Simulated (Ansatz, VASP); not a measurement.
**GaN: VASP beside Ansatz**

File INCAR:

```
SYSTEM = GaN
  ALGO = Normal
  EDIFF = 1E-6
  ENCUT = 520
  GGA = PE
  ISIF = 2
  ISMEAR = 0
  LASPH = .TRUE.
  LCHARG = .FALSE.
  LREAL = .FALSE.
  LWAVE = .FALSE.
  NBANDS = 26
  NELM = 80
  PREC = Accurate
  SIGMA = 0.01
```

Contents of KPOINTS:

```
k-points
0
G
  12 12 4
  0 0 0
```

File POSCAR:

```
GaN
1.0
    3.1800000000      0.0000000000      0.0000000000
   -1.5900000000      2.7539600000      0.0000000000
    0.0000000000      0.0000000000      5.1660000000
Ga N
2 2
Direct
    0.3333333333      0.6666666667      0.0000000000
    0.6666666667      0.3333333333      0.5000000000
    0.3333333333      0.6666666667      0.3750000000
    0.6666666667      0.3333333333      0.8750000000
```

Input for Ansatz:

```yaml
crystal:
  lattice:
    - [3.18, 0.0, 0.0]
    - [-1.59, 2.75396, 0.0]
    - [0.0, 0.0, 5.166]
  atoms:
    - { symbol: Ga, position: [0.33333333333333337, 0.6666666666666666, 0.0] }
    - { symbol: Ga, position: [0.6666666666666666, 0.3333333333333333, 0.5] }
    - { symbol: "N", position: [0.33333333333333337, 0.6666666666666666, 0.375] }
    - { symbol: "N", position: [0.6666666666666666, 0.3333333333333333, 0.8750000000000001] }
basis:
  ecutwfc: 475.0
kpoints:
  mp_grid:
    grid: [12, 12, 4]
hamiltonian:
  xc: pbe
scf:
  occupations:
    method: fixed
output:
  eigenvalues: true
```

Alike in both runs: task single point; functional PBE; k mesh 12 × 12 × 4; no spin polarisation.

```csv
,VASP,Ansatz
version,VASP 6.6.1,Ansatz 0.2.0
potentials or method,"VASP PAW PBE potentials, release 64 (Ga_d, N), cutoff 520 eV","plane waves, PAW"
occupations,"gaussian, width 0.01 eV",fixed
valence electrons in the cell,36,36
```

```csv
,VASP,Ansatz,Ansatz less VASP
gap on the k mesh at the Fermi level (eV),1.97,1.97,-0.006
```
